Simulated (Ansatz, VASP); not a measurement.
**One calculation of PbS, two programs**

```xyz
2
Lattice="2.1127 1.2197 3.4519 -2.1127 1.2197 3.4519 0.0000 -2.4395 3.4519" Properties=species:S:1:pos:R:3 pbc="T T T"
Pb    0.0000    0.0000   10.1545
S     0.0000    0.0000    4.9193
```

Alike in both runs: task single point; functional PBEsol; k mesh 6 × 6 × 6; no spin polarisation.

|  | VASP | Ansatz |
| --- | --- | --- |
| version | VASP 6.6.1 | Ansatz 0.2.0 |
| potentials or method | VASP PAW PBE potentials, release 64 (Pb_d, S), cutoff 520 eV | plane waves, PAW |
| occupations | gaussian, width 0.01 eV | fixed |
| valence electrons in the cell | 20 | 20 |

```tsv
	VASP	Ansatz	Ansatz less VASP
gap on the k mesh at the Fermi level (eV)	0.36	0.35	-0.005
```

VASP's potentials were made for PBE, not for PBEsol.

Spin-orbit coupling is off throughout.
